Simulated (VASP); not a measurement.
# Al2O3 (Cmmm) in VASP: relaxation of cell and atoms with PBE

Aim: the relaxation of cell and atoms of Al2O3 with PBE.

Program: VASP 6.6.1. These are calculated values, not measurements. Logs are shortened: lines on timing, memory, paths and dates and some standing lists are left out, and cuts for length are marked.

### 1 The cell of the first run

It takes space group Cmmm (No. 65, orthorhombic). The conventional cell has a = 5.761 Å, b = 6.250 Å, c = 6.206 Å, α = 90.00°, β = 90.00°, γ = 90.00°. Within 2.3 Å of Al (site symmetry mm2) lie 4 O at 1.75 to 1.80 Å. Al (site symmetry mmm) has 6 O at 1.82 to 2.16 Å within 2.4 Å. Within 2.4 Å of Al (site symmetry mmm) lie 4 O at 1.80 Å. Within 2.3 Å of O (site symmetry m) lie 3 Al at 1.75 to 2.16 Å. Within 2.4 Å of O (site symmetry m2m) lie 3 Al at 1.80 to 1.82 Å.

### 2 Relaxation of cell and atoms, PBE (atoms taken out)

The input, INCAR:

```
SYSTEM = Al2O3
ALGO = Normal
EDIFF = 1E-7
EDIFFG = -0.01
ENCUT = 600
GGA = PE
IBRION = 2
ISIF = 3
ISMEAR = 0
LASPH = .TRUE.
LCHARG = .FALSE.
LREAL = .FALSE.
LWAVE = .FALSE.
NELM = 100
NSW = 100
PREC = Accurate
SIGMA = 0.02
```

The input, KPOINTS:

```
k-points
0
G
  6 6 6
  0 0 0
```

The input, POSCAR:

```
Al2O3
1.0
    2.8802765760     -3.1249902401      0.0000000000
    2.8802765760      3.1249902401      0.0000000000
    0.0000000000      0.0000000000      6.2064615722
Al O
4 6
Direct
    0.0000000000      0.0000000000      0.7998050157
    0.0000000000      0.0000000000      0.2001949843
    0.5000000000      0.5000000000      0.0000000000
    0.5000000000      0.5000000000      0.5000000000
    0.7114997414      0.7114997414      0.7134280669
    0.7114997414      0.7114997414      0.2865719331
    0.2885002586      0.2885002586      0.7134280669
    0.2885002586      0.2885002586      0.2865719331
    0.2082231690      0.7917768310      0.0000000000
    0.7917768310      0.2082231690      0.0000000000
```

Potentials or basis: VASP PAW PBE potentials, release 64 (Al, O).

Run with:

```sh
> cat potpaw_PBE.64/Al/POTCAR potpaw_PBE.64/O/POTCAR > POTCAR
> mpirun -np 1 vasp_std > vasp.out
```

OUTCAR:

```text
SYSTEM = Al2O3
   EDIFF = 1E-7
   EDIFFG = -0.01
   ENCUT = 600
   GGA = PE
   IBRION = 2
   ISIF = 3
   ISMEAR = 0
   LASPH = .TRUE.
   LREAL = .FALSE.
   NELM = 100
   NSW = 100
   PREC = Accurate

 ion  position               nearest neighbor table
   1  0.000  0.000  0.800-   5 1.75   7 1.75   9 1.80  10 1.80   2 2.49   3 3.14   3 3.14   3 3.36
                             3 3.36
   2  0.000  0.000  0.200-   6 1.75   8 1.75   9 1.80  10 1.80   1 2.49   3 3.14   3 3.14   3 3.36
                             3 3.36
   3  0.500  0.500  0.000-   9 1.82  10 1.82   7 2.16   8 2.16   5 2.16   6 2.16   4 3.10   4 3.10
                             1 3.14   2 3.14   1 3.14   2 3.14   1 3.36   2 3.36   1 3.36   2 3.36
   4  0.500  0.500  0.500-   5 1.80   6 1.80   7 1.80   8 1.80   3 3.10   3 3.10
   5  0.711  0.711  0.713-   1 1.75   4 1.80   3 2.16
   6  0.711  0.711  0.287-   2 1.75   4 1.80   3 2.16
   7  0.289  0.289  0.713-   1 1.75   4 1.80   3 2.16
   8  0.289  0.289  0.287-   2 1.75   4 1.80   3 2.16
   9  0.208  0.792  0.000-   1 1.80   2 1.80   3 1.82
  10  0.792  0.208  0.000-   1 1.80   2 1.80   3 1.82

  LATTYP: Found a base centered orthorhombic cell.
 ALAT       =     5.7605531520
 B/A-ratio  =     1.0849618631
 C/A-ratio  =     1.0774072226

  Lattice vectors:

 A1 = (   2.8802765760,  -3.1249902401,   0.0000000000)
 A2 = (   2.8802765760,   3.1249902401,   0.0000000000)
 A3 = (   0.0000000000,   0.0000000000,   6.2064615722)

Analysis of symmetry for initial positions (statically):
=====================================================================
 Subroutine PRICEL returns:
 Original cell was already a primitive cell.

 Routine SETGRP: Setting up the symmetry group for a
 base centered orthorhombic supercell.

 Subroutine GETGRP returns: Found  8 space group operations
 (whereof  8 operations were pure point group operations)
 out of a pool of  8 trial point group operations.

The static configuration has the point symmetry D_2h.

Analysis of symmetry for dynamics (positions and initial velocities):
=====================================================================
 Subroutine PRICEL returns:
 Original cell was already a primitive cell.

 Routine SETGRP: Setting up the symmetry group for a
 base centered orthorhombic supercell.

 Subroutine GETGRP returns: Found  8 space group operations
 (whereof  8 operations were pure point group operations)
 out of a pool of  8 trial point group operations.

The dynamic configuration has the point symmetry D_2h.

 Subroutine INISYM returns: Found  8 space group operations
 (whereof  8 operations are pure point group operations),
 and found     1 'primitive' translations

----------------------------------------------------------------------------------------

                                     Primitive cell

  volume of cell :     111.7267

  direct lattice vectors                    reciprocal lattice vectors
     2.880276576 -3.124990240  0.000000000     0.173594440 -0.160000500  0.000000000
     2.880276576  3.124990240  0.000000000     0.173594440  0.160000500  0.000000000
     0.000000000  0.000000000  6.206461572     0.000000000  0.000000000  0.161122403

  length of vectors
     4.249889076  4.249889076  6.206461572     0.236083014  0.236083014  0.161122403

  position of ions in fractional coordinates (direct lattice)
     0.000000000  0.000000000  0.799805016
     0.000000000  0.000000000  0.200194984
     0.500000000  0.500000000  0.000000000
     0.500000000  0.500000000  0.500000000
     0.711499741  0.711499741  0.713428067
     0.711499741  0.711499741  0.286571933
     0.288500259  0.288500259  0.713428067
     0.288500259  0.288500259  0.286571933
     0.208223169  0.791776831  0.000000000
     0.791776831  0.208223169  0.000000000

  ion indices of the primitive-cell ions
   primitive index   ion index
                 1           1
                 2           2
                 3           3
                 4           4
                 5           5
                 6           6
                 7           7
                 8           8
                 9           9
                10          10

----------------------------------------------------------------------------------------

 KPOINTS: k-points

Automatic generation of k-mesh.
 Grid dimensions read from file:
 generate k-points for:    6    6    6

 Generating k-lattice:

  Cartesian coordinates                     Fractional coordinates (reciprocal lattice)
     0.028932407 -0.026666750  0.000000000     0.166666667  0.000000000  0.000000000
     0.028932407  0.026666750  0.000000000     0.000000000  0.166666667  0.000000000
     0.000000000  0.000000000  0.026853734     0.000000000  0.000000000  0.166666667

  Length of vectors
     0.039347169  0.039347169  0.026853734

  Shift w.r.t. Gamma in fractional coordinates (k-lattice)
     0.000000000  0.000000000  0.000000000

 Subroutine IBZKPT returns following result:
 ===========================================

 Found     52 irreducible k-points:

 Following reciprocal coordinates:
            Coordinates               Weight
  0.000000  0.000000  0.000000      1.000000
  0.166667 -0.000000  0.000000      4.000000
  0.333333  0.000000  0.000000      4.000000
  0.500000 -0.000000  0.000000      2.000000
  0.166667  0.166667  0.000000      2.000000
  0.333333  0.166667  0.000000      4.000000
[... 16 lines left out ...]
  0.333333  0.333333  0.166667      4.000000
  0.500000  0.333333  0.166667      8.000000
 [... further k-points ...]
   k-points           NKPTS =     52   k-points in BZ     NKDIM =     52   number of bands    NBANDS=     30
   number of dos      NEDOS =    301   number of ions     NIONS =     10
   total plane-waves  NPLWV =  64800
   dimension x,y,z NGX =    36 NGY =   36 NGZ =   50
   dimension x,y,z NGXF=    72 NGYF=   72 NGZF=  100
   ions per type =               4   6
   NGX,Y,Z   is equivalent  to a cutoff of  14.08, 14.08, 13.39 a.u.
   NGXF,Y,Z  is equivalent  to a cutoff of  28.16, 28.16, 26.79 a.u.
 SYSTEM =  Al2O3
   PREC   = accura    normal or accurate (medium, high low for compatibility)
   ISTART =      0    job   : 0-new  1-cont  2-samecut
   ICHARG =      2    charge: 1-file 2-atom 10-const
   ISPIN  =      1    spin polarized calculation?
   LNONCOLLINEAR =      F non collinear calculations
   LSORBIT =      F    spin-orbit coupling
   LASPH  =      T    aspherical Exc in radial PAW
   ENCUT  =  600.0 eV  44.10 Ry    6.64 a.u.   8.49  8.49 12.40*2*pi/ulx,y,z
   NELM   =    100;   NELMIN=  2; NELMDL= -5     # of ELM steps
   EDIFF  = 0.1E-06   stopping-criterion for ELM
   LREAL  =      F    real-space projection
   EDIFFG = -.1E-01   stopping-criterion for IOM
   NSW    =    100    number of steps for IOM
   IBRION =      2    ionic relax: 0-MD 1-quasi-New 2-CG
   NFREE  =      1    steps in history (QN), initial steepest desc. (CG)
   ISIF   =      3    stress and relaxation
   ISYM   =      2    0-nonsym 1-usesym 2-fastsym
   POTIM  = 0.5000    time-step for ionic-motion
   TEBEG  =    0.0;   TEEND  =   0.0 temperature during run
   PSTRESS=    0.0 pullay stress
   NELECT =      48.0000    total number of electrons
   NUPDOWN=      -1.0000    fix difference up-down
   EMIN   =  10.00;   EMAX   =-10.00  energy-range for DOS
   EFERMI =   0.00;   METHOD = LEGACY
   ISMEAR =     0;   SIGMA  =   0.02  broadening in eV -4-tet -1-fermi 0-gaus
   EFERMI_NEDOS =   21; number of points for ismear=-14 and -15
   IALGO  =     38    algorithm
   IMIX   =      4    mixing-type and parameters
     AMIX     =   0.40;   BMIX     =  1.00
     AMIX_MAG =   1.60;   BMIX_MAG =  1.00
  volume/ion in A,a.u.               =      11.17        75.40
  Fermi-wavevector in a.u.,A,eV,Ry     =   1.235292  2.334363 20.761758  1.525946
  Thomas-Fermi vector in A             =   2.369947
   LORBIT       =      0    0 simple, 1 ext, 2 COOP (PROOUT), +10 PAW based schemes
   GGA     = PE    functional components
   LHFCALC =     F    Hartree Fock is set to
   AEXX    =    0.0000 exact exchange contribution
   IVDW    =     0    specifies the selected vdW correction
   LEPSILON=     F    determine dielectric tensor
   LRPA    =     F    only Hartree local field effects (RPA)
 conjugate gradient relaxation of ions
 non-spin polarized calculation
 Gauss-broadening in eV      SIGMA  =   0.02
  energy-cutoff  :      600.00
  volume of cell :      111.73
 maximum number of plane-waves:      3764
 NGX is ok and might be reduce to    36
   NGX = 17   NGY = 17   NGZ = 25

--------------------------------------- Ionic step        1  -------------------------------------------

 number of electron      48.0000008 magnetization

 Free energy of the ion-electron system (eV)
  ---------------------------------------------------
  ext. energy  EPLUGINS =         0.00000000
  ---------------------------------------------------
  free energy    TOTEN  =       -70.96743246 eV

  energy without entropy =      -70.96743246  energy(sigma->0) =      -70.96743246

------------------------ aborting loop because EDIFF is reached ----------------------------------------

  FORCE on cell =-STRESS in cart. coord.  units (eV):
  Direction    XX          YY          ZZ          XY          YZ          ZX
  --------------------------------------------------------------------------------------
  -------------------------------------------------------------------------------------
  Total       -0.1491557     -0.2639905     -0.1191934      0.0000000      0.0000000      0.0000000
  in kB       -2.1389142     -3.7856624     -1.7092510      0.0000000      0.0000000      0.0000000
  external PRESSURE =      -2.5446092 kB  Pullay stress =       0.0000000 kB
[... 161 lines left out ...]
  energy  without entropy=      -70.9676739531  energy(sigma->0) =      -70.96767395

--------------------------------------- Ionic step        5  -------------------------------------------

 number of electron      48.0000007 magnetization

 Free energy of the ion-electron system (eV)
  ---------------------------------------------------
  ext. energy  EPLUGINS =         0.00000000
  ---------------------------------------------------
  free energy    TOTEN  =       -70.96767536 eV

  energy without entropy =      -70.96767536  energy(sigma->0) =      -70.96767536

 E-fermi :   3.9693     XC(G=0): -10.1397

 val. band max:        3.7991077462   @ k =  -0.3333   0.3333   0.5000
 cond. band min:       6.1461259855   @ k =   0.0000   0.0000   0.0000
 fundamental gap:      2.3470182394
 Fermi energy:         3.9693195937

 k-point     1 :       0.0000    0.0000    0.0000
  band No.  band energies     occupation
      1     -14.7793      2.00000
      2     -13.4759      2.00000
      3     -13.2175      2.00000
      4     -12.8880      2.00000
      5     -12.8697      2.00000
      6     -12.4816      2.00000
[... 781 lines left out ...]
     29      12.1796      0.00000
     30      12.6921      0.00000

 [... further k-points ...]

------------------------ aborting loop because EDIFF is reached ----------------------------------------

  FORCE on cell =-STRESS in cart. coord.  units (eV):
  Direction    XX          YY          ZZ          XY          YZ          ZX
  --------------------------------------------------------------------------------------
  -------------------------------------------------------------------------------------
  Total        0.0257089     -0.0133575      0.0260806      0.0000000      0.0000000      0.0000000
  in kB        0.3693804     -0.1919183      0.3747197      0.0000000      0.0000000      0.0000000
  external PRESSURE =       0.1840606 kB  Pullay stress =       0.0000000 kB
[... 25 lines left out ...]
  FREE ENERGIE OF THE ION-ELECTRON SYSTEM (eV)
  ---------------------------------------------------
  free  energy   TOTEN  =       -70.9676753637 eV

  energy  without entropy=      -70.9676753637  energy(sigma->0) =      -70.96767536

 reached required accuracy - stopping structural energy minimisation
```

It took 3.8 min on 1 thread of Intel Xeon 6975P-C (Granite Rapids), shared host; peak memory 0.34 GiB.

What came out:

```
Free energy                           : -70.9677 eV
Relaxed volume                        : 11.15 Å³/atom
Relaxed cell                          : a = 4.246 Å, b = 4.246 Å, c = 6.205 Å, α = 90.00°, β = 90.00°, γ = 94.62°
Space group after relaxing (to 0.1 Å) : Cmmm (No. 65)
Energy gained by relaxing             : 0.0 meV/atom
Ionic steps                           : 5
Pressure after relaxing               : 0.0 GPa
Largest force after relaxing          : 0.009 eV/Å
Band gap on the k mesh                : 2.35 eV (least direct gap 2.86 eV)
```

Forces in eV/Å, atoms in the order of the input:
```
Al   0.000  0.000  0.006
Al   0.000  0.000 -0.006
Al   0.000  0.000  0.000
Al   0.000  0.000  0.000
O   -0.002  0.000 -0.008
O   -0.002  0.000  0.008
O    0.002  0.000 -0.008
O    0.002  0.000  0.008
O    0.000  0.009  0.000
O    0.000 -0.009  0.000
```

Step by step:
| step | energy change (eV) | largest force (eV/Å) | pressure (GPa) | volume (Å³) |
| --- | --- | --- | --- | --- |
| 1 | 0.0000 | 0.0190 | -0.25 | 111.73 |
| 2 | -0.0002 | 0.0272 | 0.16 | 111.44 |
| 3 | -0.0002 | 0.0172 | 0.03 | 111.53 |
| 4 | -0.0002 | 0.0123 | 0.02 | 111.51 |
| 5 | -0.0002 | 0.0094 | 0.02 | 111.51 |

Final structure:
```
Al O
1.0
     2.87903   -3.12087    0.00000
     2.87903    3.12087    0.00000
     0.00000    0.00000    6.20539
Al O
4 6
Direct
  0.00000 0.00000 0.79974
  0.00000 0.00000 0.20026
  0.50000 0.50000 0.00000
  0.50000 0.50000 0.50000
  0.71149 0.71149 0.71337
  0.71149 0.71149 0.28663
  0.28851 0.28851 0.71337
  0.28851 0.28851 0.28663
  0.20839 0.79161 0.00000
  0.79161 0.20839 0.00000
```

Levels at points of the mesh, in eV from the valence-band top:
```
           k point  band 21  band 22  band 23  band 24  band 25  band 26  band 27  band 28
(0.00, 0.00, 0.00)    -0.98    -0.89    -0.88    -0.52     2.35     4.60     6.15     7.13
(0.50, 0.00, 0.00)    -1.01    -1.00    -0.72    -0.51     4.51     4.85     7.34     7.91
(0.50, 0.50, 0.00)    -0.84    -0.75    -0.29    -0.20     4.35     5.75     6.95     8.26
(0.00, 0.00, 0.50)    -1.39    -0.62    -0.44    -0.42     3.48     5.18     5.51     6.96
(0.50, 0.00, 0.50)    -1.19    -0.95    -0.54    -0.32     4.73     5.21     7.68     7.77
(0.50, 0.50, 0.50)    -0.63    -0.50    -0.36    -0.11     4.56     5.83     7.51     7.56
```

Caveat: the cell differs from its parent crystal (atoms taken out).
